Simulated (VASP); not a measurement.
Here is a VASP 6.6.1 calculation.

File INCAR:

```
PREC = Accurate ; ENCUT = 600
EDIFF = 1E-6 ; ISMEAR = -1
SIGMA = 0.05 ; LREAL = False
LASPH = True ; NELM = 100
ALGO = Normal ; ISIF = 3
LWAVE = False ; LCHARG = False
GGA = B5 ; ALDAX = 1.0
AGGAX = 1.0 ; AGGAC = 1.0
ALDAC = 0.0 ; IBRION = 2
NSW = 80 ; EDIFFG = -0.01
```

File KPOINTS:

```
regular mesh
0
Gamma
  12 12 12
```

The input POSCAR:

```
Rh
1.0
    0.0000000000      1.8978500000      1.8978500000
    1.8978500000      0.0000000000      1.8978500000
    1.8978500000      1.8978500000      0.0000000000
Rh
1
Direct
    0.0000000000      0.0000000000      0.0000000000
```

Potentials or basis: VASP PAW PBE potentials, release 64 (Rh_pv).

Command:

```console
$ cat potpaw_PBE.64/Rh_pv/POTCAR > POTCAR
$ mpirun -np 1 vasp_std > vasp.out
```

Question: Estimate the relaxed cell.

Answer: a = 2.759 Å, b = 2.759 Å, c = 2.759 Å, α = 60.00°, β = 60.00°, γ = 60.00°.

Question: Predict the space group after relaxing (to 0.05 Å).

Answer: Fm-3m (No. 225).

Question: Estimate the relaxed volume.

Answer: 14.84 Å³/atom.

Step by step:
```csv
step,energy change (eV),largest force (eV/Å),pressure (GPa),volume (Å³)
1,0.0000,0.0000,21.97,13.67
2,0.1814,0.0000,-23.50,17.73
3,-0.0737,0.0000,-1.10,14.93
4,-0.0740,0.0000,-0.19,14.86
5,-0.0740,0.0000,0.18,14.83
6,-0.0740,0.0000,0.18,14.84
7,-0.0740,0.0000,0.18,14.84
8,-0.0740,0.0000,0.17,14.84
9,-0.0740,0.0000,0.17,14.84
10,-0.0740,0.0000,0.17,14.84
11,-0.0740,0.0000,0.17,14.84
12,-0.0740,0.0000,0.16,14.84
13,-0.0740,0.0000,0.16,14.84
14,-0.0740,0.0000,0.16,14.84
15,-0.0740,0.0000,0.16,14.84
16,-0.0740,0.0000,0.11,14.84
17,-0.0740,0.0000,0.06,14.84
```

Caveat: the PAW data sets were made with another functional, which shifts forces and pressure a little. Zero-point motion and thermal expansion aren't in these numbers.
